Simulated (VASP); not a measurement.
Input of a VASP 6.6.1 run:

Contents of INCAR:

```
SYSTEM = InSe
  PREC = Accurate
  ENCUT = 520
  EDIFF = 1E-6
  ISMEAR = 0
  SIGMA = 0.03
  LREAL = .FALSE.
  LASPH = .TRUE.
  NELM = 80
  ALGO = Normal
  ISIF = 2
  LWAVE = .FALSE.
  LCHARG = .TRUE.
  GGA = CA
  LELF = .TRUE.
  LVHAR = .TRUE.
  NBANDS = 69
```

File KPOINTS:

```
regular mesh
0
G
  10 10 2
  0 0 0
```

File POSCAR:

```
InSe
1.0
   -1.9999996503     -3.4641010095      0.0000000000
    1.9999996503     -3.4641010095      0.0000000000
    0.0000000000      0.0000000000     30.9500100000
In Se
6 6
Direct
    0.0000000000      0.0000000000      0.6265715350
    0.3333333333      0.3333333333      0.0891455374
    0.6666666667      0.6666666667      0.3578585362
    1.0000000000      1.0000000000      0.7170203303
    0.3333333333      0.3333333333      0.1795943327
    0.6666666667      0.6666666667      0.4483073315
    1.0000000000      1.0000000000      0.3166110908
    0.3333333333      0.3333333333      0.5853240896
    0.6666666667      0.6666666667      0.0478980920
    1.0000000000      1.0000000000      0.4895279056
    0.3333333333      0.3333333333      0.7582409044
    0.6666666667      0.6666666667      0.2208149068
```

Potentials or basis: VASP PAW LDA potentials, release 64 (In_d, Se).

Run with:

```console
$ cat potpaw_LDA.64/In_d/POTCAR potpaw_LDA.64/Se/POTCAR > POTCAR
$ mpirun -np 1 vasp_std > vasp.out
```

(1) Predict the band gap on the k mesh.

(2) What does it give for the largest force?

## Answers

(1) 0.68 eV (least direct gap 0.75 eV).

(2) 0.175 eV/Å.

Caveat: the cell differs from its parent crystal (the distance across one plane changed); spin-orbit coupling is left out, which moves the levels of the heavy elements.
